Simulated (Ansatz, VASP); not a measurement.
## Two plane-wave programs on Si

Contents of INCAR:

```
SYSTEM = Si
PREC = Accurate
ENCUT = 520
EDIFF = 1E-7
ISMEAR = 0
SIGMA = 0.03
LREAL = .FALSE.
LASPH = .TRUE.
NELM = 60
ALGO = Normal
ISIF = 2
LWAVE = .FALSE.
LCHARG = .FALSE.
NBANDS = 16
```

File KPOINTS:

```
regular mesh
0
G
  12 12 6
  0 0 0
```

The input POSCAR:

```
Si
1.0
    3.4978174985      0.0000000000      0.0000000000
   -1.7489087493      3.0291988115      0.0000000000
    0.0000000000      0.0000000000      6.2891200223
Si
4
Direct
    0.3333333333      0.6666666667      0.0630332891
    0.6666666667      0.3333333333      0.5630332891
    0.3333333333      0.6666666667      0.4369667109
    0.6666666667      0.3333333333      0.9369667109
```

Input for Ansatz:

```yaml
crystal:
  lattice:
    - [3.4978174985, 0.0, 0.0]
    - [-1.7489087493, 3.0291988115, 0.0]
    - [0.0, 0.0, 6.2891200223]
  atoms:
    - { symbol: Si, position: [0.3333333333, 0.6666666667, 0.0630332891] }
    - { symbol: Si, position: [0.6666666667, 0.3333333333, 0.5630332891] }
    - { symbol: Si, position: [0.3333333333, 0.6666666667, 0.4369667109] }
    - { symbol: Si, position: [0.6666666667, 0.3333333333, 0.9369667109] }
basis:
  ecutwfc: 420
kpoints:
  mp_grid: { grid: [12, 12, 6] }
hamiltonian:
  xc: lda
scf:
  occupations: { method: gaussian, width: 0.03 }
output:
  forces: true
  stress: true
  eigenvalues: true
```

Change from the starting cell: strain -0.080 along x and y, +0.000 along z, atoms carried along.

Alike in both runs: task single point; functional LDA; k mesh 12 × 12 × 6; occupations gaussian, width 0.03 eV; no spin polarisation.

|  | VASP | Ansatz |
| --- | --- | --- |
| version | VASP 6.6.1 | Ansatz 0.2.0 |
| potentials or method | VASP PAW LDA potentials, release 64 (Si), cutoff 520 eV | scalar-relativistic, plane waves, PAW |
| valence electrons in the cell | 16 | 16 |

|  | VASP | Ansatz | Ansatz less VASP |
| --- | --- | --- | --- |
| gap on the k mesh at the Fermi level (eV) | none | none | - |
| pressure (GPa) | 23.9 | 23.8 | -0.14 |
| traceless stress, the component that is largest in VASP (GPa) | -17.54 | -17.42 | +0.112 |
| rms of the force components (eV/Å) | 0.919 | 0.917 | -0.0024 |

LDA's correlation is that of Perdew and Zunger in VASP and of Perdew and Wang (1992) in Ansatz. Atom by atom the forces differ by 0.002 eV/Å (rms over components). A gap of «none» marks a metal or a gap that the smearing closes.
